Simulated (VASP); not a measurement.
# SrO in VASP: settings compared, part 2 of 3

VASP 6.6.1. The steps go on from the part before.

### 4 Single point, BLYP+D3(BJ)

This run uses another cell than the first one, of 20.17 Å³/atom.

File INCAR:

```
SYSTEM = SrO
  PREC = Accurate
  ENCUT = 520
  EDIFF = 1E-7
  ISMEAR = 0
  SIGMA = 0.01
  LREAL = .False.
  LASPH = .True.
  NELM = 100
  ALGO = Normal
  ISIF = 2
  LWAVE = .False.
  LCHARG = .True.
  GGA = B5
  ALDAX = 1.0
  AGGAX = 1.0
  AGGAC = 1.0
  ALDAC = 0.0
  IVDW = 12
  VDW_S6 = 1.0
  VDW_S8 = 2.6996
  VDW_A1 = 0.4298
  VDW_A2 = 4.2359
  LELF = .True.
  LVHAR = .True.
  NBANDS = 24
  ISYM = 0
```

File KPOINTS:

```
Automatic mesh
0
Gamma
  4 4 3
  0.5 0.5 0.5
```

File POSCAR:

```
SrO
1.0
    4.2526393016     -0.0001779010      0.0000000000
   -2.1264737126      3.6828047207      0.0000000000
    0.0000000000      0.0000000000      5.1520986335
Sr O
2 2
Direct
    0.3333624432      0.6666375568      0.9376467392
    0.6666375568      0.3333624432      0.4376467392
    0.3333356266      0.6666643734      0.4373532608
    0.6666643734      0.3333356266      0.9373532608
```

Potentials or basis: VASP PAW PBE potentials, release 64 (Sr_sv, O).

Run with:

```bash
cat potpaw_PBE.64/Sr_sv/POTCAR potpaw_PBE.64/O/POTCAR > POTCAR
mpirun -np 1 vasp_std > vasp.out
```

OUTCAR:

```text
SYSTEM = SrO
   PREC = Accurate
   ENCUT = 520
   EDIFF = 1E-7
   ISMEAR = 0
   LREAL = .False.
   LASPH = .True.
   NELM = 100
   ISIF = 2
   GGA = B5
   IVDW = 12
   ISYM = 0
 IVDW          = 12

 ion  position               nearest neighbor table
   1  0.333  0.667  0.938-   4 2.46   4 2.46   4 2.46   3 2.57   3 2.58   2 3.56   2 3.56   2 3.56
                             2 3.56   2 3.56   2 3.56
   2  0.667  0.333  0.438-   3 2.46   3 2.46   3 2.46   4 2.57   4 2.58   1 3.56   1 3.56   1 3.56
                             1 3.56   1 3.56   1 3.56
   3  0.333  0.667  0.437-   2 2.46   2 2.46   2 2.46   1 2.57   1 2.58
[... 813 lines left out ...]
  --------------------------------------------------------------------------------------
  -------------------------------------------------------------------------------------
  Total       0.26077     0.25986     0.27846    -0.00080     0.00000     0.00000
  in kB       5.17801     5.15986     5.52922    -0.01591     0.00001     0.00000
  external pressure =        5.29 kB  Pullay stress =        0.00 kB

 VOLUME and BASIS-vectors are now :
 -----------------------------------------------------------------------------
  energy-cutoff  :      520.00
  volume of cell :       80.69
      direct lattice vectors                 reciprocal lattice vectors
     4.252639302 -0.000177901  0.000000000     0.235153768  0.135779207  0.000000000
    -2.126473713  3.682804721  0.000000000     0.000011359  0.271538740  0.000000000
     0.000000000  0.000000000  5.152098633     0.000000000  0.000000000  0.194095663

 POSITION                                       TOTAL-FORCE (eV/Angst)
 -----------------------------------------------------------------------------------
      0.00008      2.45504      4.83085        -0.000416      0.000241     -0.003652
      2.12608      1.22759      2.25480         0.000417     -0.000242     -0.003652
     -0.00009      2.45514      2.25329         0.000168     -0.000098      0.003652
      2.12625      1.22749      4.82934        -0.000169      0.000099      0.003652
 -----------------------------------------------------------------------------------
    total drift:                               -0.000002      0.000003      0.000079

  FREE ENERGIE OF THE ION-ELECTRON SYSTEM (eV)
  ---------------------------------------------------
  free  energy   TOTEN  =       -24.7777107277 eV

  energy  without entropy=      -24.7777107277  energy(sigma->0) =      -24.77771073
```

Wall time 90 s (1 thread of Intel Xeon 8259CL, shared host); peak memory 0.22 GiB.

Results:

| Item | Value |
| --- | --- |
| Free energy | -24.7777 eV |
| Pressure | 0.5 GPa |
| Largest force | 0.004 eV/Å |
| Band gap on the k mesh | 3.68 eV (least direct gap 3.91 eV) |
| Dispersion energy per atom | -0.489 eV |

Forces on the atoms (eV/Å):
```
Sr   0.000  0.000 -0.004
Sr   0.000  0.000 -0.004
O    0.000  0.000  0.004
O    0.000  0.000  0.004
```

Levels at points of the mesh, in eV from the valence-band top:
| k point | band 13 | band 14 | band 15 | band 16 | band 17 | band 18 | band 19 | band 20 |
| --- | --- | --- | --- | --- | --- | --- | --- | --- |
| (0.12, 0.12, 0.17) | -0.63 | -0.55 | -0.40 | -0.27 | 4.31 | 5.75 | 6.57 | 7.30 |

Caveat: the PAW data sets were made with another functional, which shifts forces and pressure a little; a shifted mesh leaves out Γ, where band edges can lie.

### 5 Relaxation of cell and atoms, BLYP+D3(BJ)

This run uses another cell than the first one, of 20.40 Å³/atom.

File INCAR:

```
SYSTEM = SrO
PREC = Accurate
ENCUT = 600
EDIFF = 1E-6
ISMEAR = 0
SIGMA = 0.01
LREAL = .FALSE.
LASPH = .TRUE.
NELM = 60
ALGO = Normal
ISIF = 3
LWAVE = .FALSE.
LCHARG = .FALSE.
GGA = B5
ALDAX = 1.0
AGGAX = 1.0
AGGAC = 1.0
ALDAC = 0.0
IVDW = 12
VDW_S6 = 1.0
VDW_S8 = 2.6996
VDW_A1 = 0.4298
VDW_A2 = 4.2359
IBRION = 2
NSW = 80
EDIFFG = -0.01
ISYM = 0
```

KPOINTS is that of step 4.

File POSCAR:

```
SrO
1.0
    4.2754662700      0.0000000000      0.0000000000
   -2.1377331300      3.7026624000      0.0000000000
    0.0000000000      0.0000000000      5.1555949900
Sr O
2 2
Direct
    0.3333333333      0.6666666667      0.9381277000
    0.6666666667      0.3333333333      0.4381277000
    0.3333333333      0.6666666667      0.4368723000
    0.6666666667      0.3333333333      0.9368723000
```

Potentials or basis: VASP PAW PBE potentials, release 64 (Sr_sv, O).

Run with:

```bash
cat potpaw_PBE.64/Sr_sv/POTCAR potpaw_PBE.64/O/POTCAR > POTCAR
mpirun -np 1 vasp_std > vasp.out
```

OUTCAR:

```text
SYSTEM = SrO
   PREC = Accurate
   ENCUT = 600
   EDIFF = 1E-6
   ISMEAR = 0
   LREAL = .FALSE.
   LASPH = .TRUE.
   NELM = 60
   ISIF = 3
   GGA = B5
   IVDW = 12
   IBRION = 2
   NSW = 80
   EDIFFG = -0.01
   ISYM = 0
 IVDW          = 12

 ion  position               nearest neighbor table
   1  0.333  0.667  0.938-   4 2.47   4 2.47   4 2.47   3 2.57   3 2.58   2 3.57   2 3.57   2 3.57
                             2 3.57   2 3.57   2 3.57
   2  0.667  0.333  0.438-   3 2.47   3 2.47   3 2.47   4 2.57   4 2.58   1 3.57   1 3.57   1 3.57
                             1 3.57   1 3.57   1 3.57
   3  0.333  0.667  0.437-   2 2.47   2 2.47   2 2.47   1 2.57   1 2.58
   4  0.667  0.333  0.937-   1 2.47   1 2.47   1 2.47   2 2.57   2 2.58

IMPORTANT INFORMATION: All symmetrisations will be switched off!
NOSYMM: (Re-)initialisation of all symmetry stuff for point group C_1.

----------------------------------------------------------------------------------------

                                     Primitive cell

  volume of cell :      81.6162

  direct lattice vectors                    reciprocal lattice vectors
     4.275466270  0.000000000  0.000000000     0.233892618  0.135037966  0.000000000
    -2.137733130  3.702662400  0.000000000     0.000000000  0.270075932  0.000000000
     0.000000000  0.000000000  5.155594990     0.000000000  0.000000000  0.193964034

  length of vectors
     4.275466270  4.275466265  5.155594990     0.270075932  0.270075932  0.193964034

  position of ions in fractional coordinates (direct lattice)
     0.333333333  0.666666667  0.938127700
     0.666666667  0.333333333  0.438127700
     0.333333333  0.666666667  0.436872300
     0.666666667  0.333333333  0.936872300

  ion indices of the primitive-cell ions
   primitive index   ion index
                 1           1
                 2           2
                 3           3
                 4           4

----------------------------------------------------------------------------------------

 KPOINTS: Automatic mesh

Automatic generation of k-mesh.
 Grid dimensions read from file:
 generate k-points for:    4    4    3

 Generating k-lattice:
[... 66 lines left out ...]
   IBRION =      2    ionic relax: 0-MD 1-quasi-New 2-CG
   NFREE  =      1    steps in history (QN), initial steepest desc. (CG)
   ISIF   =      3    stress and relaxation
   ISYM   =      0    0-nonsym 1-usesym 2-fastsym
   POTIM  = 0.5000    time-step for ionic-motion
   TEBEG  =    0.0;   TEEND  =   0.0 temperature during run
   PSTRESS=    0.0 pullay stress
   NELECT =      32.0000    total number of electrons
   NUPDOWN=      -1.0000    fix difference up-down
   EMIN   =  10.00;   EMAX   =-10.00  energy-range for DOS
   EFERMI =   0.00;   METHOD = LEGACY
   ISMEAR =     0;   SIGMA  =   0.01  broadening in eV -4-tet -1-fermi 0-gaus
   EFERMI_NEDOS =   21; number of points for ismear=-14 and -15
   IALGO  =     38    algorithm
   IMIX   =      4    mixing-type and parameters
     AMIX     =   0.40;   BMIX     =  1.00
     AMIX_MAG =   1.60;   BMIX_MAG =  1.00
  volume/ion in A,a.u.               =      20.40       137.69
  Fermi-wavevector in a.u.,A,eV,Ry     =   1.198209  2.264287 19.533960  1.435706
  Thomas-Fermi vector in A             =   2.334104
   LORBIT       =      0    0 simple, 1 ext, 2 COOP (PROOUT), +10 PAW based schemes
   GGA     = B5    functional components
   LHFCALC =     F    Hartree Fock is set to
   AEXX    =    0.0000 exact exchange contribution
   IVDW    =    12    specifies the selected vdW correction
   LEPSILON=     F    determine dielectric tensor
   LRPA    =     F    only Hartree local field effects (RPA)
 conjugate gradient relaxation of ions
 non-spin polarized calculation
 Gauss-broadening in eV      SIGMA  =   0.01
  energy-cutoff  :      600.00
  volume of cell :       81.62
 maximum number of plane-waves:      2741
 NGX is ok and might be reduce to    36
   NGX = 17   NGY = 17   NGZ = 21

--------------------------------------- Ionic step        1  -------------------------------------------

 number of electron      32.0000003 magnetization

 Free energy of the ion-electron system (eV)
  ---------------------------------------------------
  ext. energy  EPLUGINS =         0.00000000
  ---------------------------------------------------
  free energy    TOTEN  =       -22.84790131 eV

  energy without entropy =      -22.84790131  energy(sigma->0) =      -22.84790131

------------------------ aborting loop because EDIFF is reached ----------------------------------------

 Edisp (eV)   -1.93284

 E8    (eV) :    -1.4916
[... 117 lines left out ...]
--------------------------------------- Ionic step        4  -------------------------------------------

 number of electron      32.0000004 magnetization

 Free energy of the ion-electron system (eV)
  ---------------------------------------------------
  ext. energy  EPLUGINS =         0.00000000
  ---------------------------------------------------
  free energy    TOTEN  =       -22.83821982 eV

  energy without entropy =      -22.83821982  energy(sigma->0) =      -22.83821982

 E-fermi :   1.0575     XC(G=0):  -8.5603

 val. band max:        0.9349399888   @ k =  -0.2500  -0.3750   0.1667
 cond. band min:       4.5949485165   @ k =   0.1250  -0.1250   0.1667
 fundamental gap:      3.6600085277
 Fermi energy:         1.0574675943

 k-point     1 :       0.1250    0.1250    0.1667
  band No.  band energies     occupation
      1     -31.2581      2.00000
      2     -31.1424      2.00000
      3     -14.6971      2.00000
      4     -14.5764      2.00000
      5     -13.5684      2.00000
      6     -13.4997      2.00000
[... 541 lines left out ...]
     19       7.4075      0.00000
     20       8.1091      0.00000

 [... further k-points ...]

------------------------ aborting loop because EDIFF is reached ----------------------------------------

 Edisp (eV)   -1.94346

 E8    (eV) :    -1.4997
[... 27 lines left out ...]
  FREE ENERGIE OF THE ION-ELECTRON SYSTEM (eV)
  ---------------------------------------------------
  free  energy   TOTEN  =       -24.7816831845 eV

  energy  without entropy=      -24.7816831845  energy(sigma->0) =      -24.78168318

 reached required accuracy - stopping structural energy minimisation
```

CONTCAR:

```text
SrO
   1.00000000000000
     4.2615278943987907    0.0000000363498488    0.0000001211604148
    -2.1307639107480467    3.6905908450798117   -0.0000003055016132
     0.0000001440887591   -0.0000003390093826    5.1615975174941573
  Sr              O
     2     2
Direct
     0.3333331752522917    0.6666666132835237    0.9378692552263783
     0.6666667702048901    0.3333333828401474    0.4378691867331774
     0.3333334445499790    0.6666666904356422    0.4371307796460276
     0.6666666099928392    0.3333333134406866    0.9371307783944167

  0.00000000E+00  0.00000000E+00  0.00000000E+00
  0.00000000E+00  0.00000000E+00  0.00000000E+00
  0.00000000E+00  0.00000000E+00  0.00000000E+00
  0.00000000E+00  0.00000000E+00  0.00000000E+00
```

Wall time 8.8 min (1 thread of Intel Xeon 8259CL, shared host); peak memory 0.34 GiB.

What came out:

```
Free energy                           : -24.7817 eV
Relaxed volume                        : 20.29 Å³/atom
Relaxed cell                          : a = 4.262 Å, b = 4.262 Å, c = 5.162 Å, α = 90.00°, β = 90.00°, γ = 120.00°
Space group after relaxing (to 0.1 Å) : P6_3/mmc (No. 194)
Energy gained by relaxing             : 0.2 meV/atom
Ionic steps                           : 4
Pressure after relaxing               : 0.0 GPa
Largest force after relaxing          : 0.009 eV/Å
Band gap on the k mesh                : 3.66 eV (least direct gap 3.89 eV)
Dispersion energy per atom            : -0.486 eV
```

Forces on the atoms (eV/Å):
```
Sr   0.000  0.000 -0.009
Sr   0.000  0.000 -0.009
O    0.000  0.000  0.009
O    0.000  0.000  0.009
```

Step by step:
```tsv
step	energy change (eV)	largest force (eV/Å)	pressure (GPa)	volume (Å³)
1	0.0000	0.0156	-0.37	81.62
2	-0.0008	0.0118	0.13	81.06
3	-0.0008	0.0122	0.08	81.12
4	-0.0009	0.0090	0.01	81.18
```

Final structure:
```yaml
crystal:
  lattice:
    - [4.26153, 0.00000, 0.00000]
    - [-2.13076, 3.69059, 0.00000]
    - [0.00000, 0.00000, 5.16160]
  atoms:
    - { symbol: Sr, position: [0.33333, 0.66667, 0.93787] }
    - { symbol: Sr, position: [0.66667, 0.33333, 0.43787] }
    - { symbol: O, position: [0.33333, 0.66667, 0.43713] }
    - { symbol: O, position: [0.66667, 0.33333, 0.93713] }
```

Caveat: the PAW data sets were made with another functional, which shifts forces and pressure a little; a shifted mesh leaves out Γ, where band edges can lie. A k mesh can miss the band edges.

### 6 Relaxation of cell and atoms, PBEsol

This run uses another cell than the first one, of 20.40 Å³/atom.

File INCAR:

```
PREC = Accurate ; ENCUT = 600
EDIFF = 1E-6 ; ISMEAR = 0
SIGMA = 0.01 ; LREAL = F
LASPH = T ; NELM = 80
ALGO = Normal ; ISIF = 3
LWAVE = F ; LCHARG = F
GGA = PS ; IBRION = 2
NSW = 80 ; EDIFFG = -0.01
ISYM = 0
```

KPOINTS is that of step 5.

POSCAR is that of step 5.

Potentials or basis: VASP PAW PBE potentials, release 64 (Sr_sv, O).

Run with:

```bash
cat potpaw_PBE.64/Sr_sv/POTCAR potpaw_PBE.64/O/POTCAR > POTCAR
mpirun -np 1 vasp_std > vasp.out
```

OUTCAR:

```text
PREC = Accurate
   ENCUT = 600
   EDIFF = 1E-6
   ISMEAR = 0
   LREAL = F
   LASPH = T
   NELM = 80
   ISIF = 3
   GGA = PS
   IBRION = 2
   NSW = 80
   EDIFFG = -0.01
   ISYM = 0

 ion  position               nearest neighbor table
   1  0.333  0.667  0.938-   4 2.47   4 2.47   4 2.47   3 2.57   3 2.58   2 3.57   2 3.57   2 3.57
                             2 3.57   2 3.57   2 3.57
   2  0.667  0.333  0.438-   3 2.47   3 2.47   3 2.47   4 2.57   4 2.58   1 3.57   1 3.57   1 3.57
                             1 3.57   1 3.57   1 3.57
   3  0.333  0.667  0.437-   2 2.47   2 2.47   2 2.47   1 2.57   1 2.58
   4  0.667  0.333  0.937-   1 2.47   1 2.47   1 2.47   2 2.57   2 2.58

IMPORTANT INFORMATION: All symmetrisations will be switched off!
NOSYMM: (Re-)initialisation of all symmetry stuff for point group C_1.

----------------------------------------------------------------------------------------

                                     Primitive cell

  volume of cell :      81.6162

  direct lattice vectors                    reciprocal lattice vectors
     4.275466270  0.000000000  0.000000000     0.233892618  0.135037966  0.000000000
    -2.137733130  3.702662400  0.000000000     0.000000000  0.270075932  0.000000000
[... 146 lines left out ...]
  -------------------------------------------------------------------------------------
  Total       -0.7620331     -0.7620398     -0.8841127     -0.0000004     -0.0000009      0.0000012
  in kB      -14.9591890    -14.9593188    -17.3556869     -0.0000077     -0.0000169      0.0000239
  external PRESSURE =     -15.7580649 kB  Pullay stress =       0.0000000 kB
[... 215 lines left out ...]
--------------------------------------- Ionic step        7  -------------------------------------------

 number of electron      32.0000005 magnetization

 Free energy of the ion-electron system (eV)
  ---------------------------------------------------
  ext. energy  EPLUGINS =         0.00000000
  ---------------------------------------------------
  free energy    TOTEN  =       -24.99287181 eV

  energy without entropy =      -24.99287181  energy(sigma->0) =      -24.99287181

 E-fermi :   0.5809     XC(G=0):  -9.2737

 val. band max:        0.5076854633   @ k =   0.2500   0.3750   0.1667
 cond. band min:       3.9628689103   @ k =  -0.1250   0.1250   0.1667
 fundamental gap:      3.4551834470
 Fermi energy:         0.5808512687

 k-point     1 :       0.1250    0.1250    0.1667
  band No.  band energies     occupation
      1     -31.4801      2.00000
      2     -31.3500      2.00000
      3     -15.1063      2.00000
      4     -14.9833      2.00000
      5     -13.8137      2.00000
      6     -13.7400      2.00000
[... 541 lines left out ...]
     19       6.9418      0.00000
     20       7.6975      0.00000

 [... further k-points ...]

------------------------ aborting loop because EDIFF is reached ----------------------------------------

  FORCE on cell =-STRESS in cart. coord.  units (eV):
  Direction    XX          YY          ZZ          XY          YZ          ZX
  --------------------------------------------------------------------------------------
  -------------------------------------------------------------------------------------
  Total        0.0218421      0.0218396      0.0139030     -0.0000009      0.0000012      0.0000010
  in kB        0.4384846      0.4384354      0.2791052     -0.0000190      0.0000249      0.0000202
  external PRESSURE =       0.3853417 kB  Pullay stress =       0.0000000 kB
[... 19 lines left out ...]
  FREE ENERGIE OF THE ION-ELECTRON SYSTEM (eV)
  ---------------------------------------------------
  free  energy   TOTEN  =       -24.9928718114 eV

  energy  without entropy=      -24.9928718114  energy(sigma->0) =      -24.99287181

 reached required accuracy - stopping structural energy minimisation
```

CONTCAR:

```text
SrO
   1.00000000000000
     4.2444574760450431   -0.0000008276109020   -0.0000000631807301
    -2.1222294488431537    3.6758074213578960    0.0000000396253639
    -0.0000000795624567    0.0000000133531464    5.1153429664153940
  Sr              O
     2     2
Direct
     0.3333333595331232    0.6666666295707948    0.9374971707424442
     0.6666666441544487    0.3333333905879846    0.4374971733618131
     0.3333333396659952    0.6666666552625831    0.4375028235077384
     0.6666666566464327    0.3333333245786373    0.9375028323880041

  0.00000000E+00  0.00000000E+00  0.00000000E+00
  0.00000000E+00  0.00000000E+00  0.00000000E+00
  0.00000000E+00  0.00000000E+00  0.00000000E+00
  0.00000000E+00  0.00000000E+00  0.00000000E+00
```

Wall time 12 min (1 thread of Intel Xeon 8259CL, shared host); peak memory 0.32 GiB.

Results:

```
Free energy                           : -24.9929 eV
Relaxed volume                        : 19.95 Å³/atom
Relaxed cell                          : a = 4.244 Å, b = 4.244 Å, c = 5.115 Å, α = 90.00°, β = 90.00°, γ = 120.00°
Space group after relaxing (to 0.1 Å) : P6_3/mmc (No. 194)
Energy gained by relaxing             : 2.2 meV/atom
Ionic steps                           : 7
Pressure after relaxing               : 0.0 GPa
Band gap on the k mesh                : 3.46 eV (least direct gap 3.70 eV)
```

The path:
```
step  energy change (eV)  largest force (eV/Å)  pressure (GPa)  volume (Å³)
   1              0.0000                0.0123           -1.58        81.62
   2             -0.0079                0.0123            0.58        79.27
   3             -0.0089                0.0124            0.00        79.86
   4             -0.0089                0.0124           -0.02        79.89
   5             -0.0089                0.0100           -0.03        79.89
   6             -0.0090                0.0024           -0.03        79.88
   7             -0.0090                0.0001            0.04        79.81
```

Final structure:
```
Sr O
1.0
     4.24446    0.00000    0.00000
    -2.12223    3.67581    0.00000
     0.00000    0.00000    5.11534
Sr O
2 2
Direct
  0.33333 0.66667 0.93750
  0.66667 0.33333 0.43750
  0.33333 0.66667 0.43750
  0.66667 0.33333 0.93750
```

Levels at points of the mesh, in eV from the valence-band top:
```tsv
k point	band 13	band 14	band 15	band 16	band 17	band 18	band 19	band 20
(0.12, 0.12, 0.17)	-0.64	-0.56	-0.39	-0.28	4.09	5.64	6.52	7.22
```

Caveat: the PAW data sets were made with another functional, which shifts forces and pressure a little; a shifted mesh leaves out Γ, where band edges can lie. A k mesh can miss the band edges.

(Continued in part 3 of 3.)
